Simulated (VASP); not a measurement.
A run of VASP 6.6.1 is set up as follows.

The input INCAR:

```
SYSTEM = LiSn2
PREC = Accurate
ENCUT = 520
EDIFF = 1E-7
ISMEAR = 0
SIGMA = 0.1
LREAL = .FALSE.
LASPH = .TRUE.
NELM = 60
ALGO = Fast
ISIF = 2
LWAVE = .FALSE.
LCHARG = .FALSE.
GGA = PE
NBANDS = 22
```

Contents of KPOINTS:

```
Automatic mesh
0
G
  12 12 14
  0 0 0
```

The input POSCAR:

```
LiSn2
1.0
    2.3216942000     -5.0282073000      0.0000000000
    2.3216942000      5.0282073000      0.0000000000
    0.0000000000      0.0000000000      3.1618692000
Li Sn
1 2
Direct
    0.0000000000      0.0000000000      0.5000000000
    0.3469070000      0.6530930000      0.0000000000
    0.6530930000      0.3469070000      0.0000000000
```

Potentials or basis: VASP PAW PBE potentials, release 64 (Li_sv, Sn_d).

Run with:

```bash
$ cat potpaw_PBE.64/Li_sv/POTCAR potpaw_PBE.64/Sn_d/POTCAR > POTCAR
$ mpirun -np 1 vasp_std > vasp.out
```

Q: Estimate the band gap on the k mesh.

A: Zero (an odd number of electrons rules out a gap without spin polarisation).

Caveat: spin-orbit coupling is left out, which moves the levels of the heavy elements.
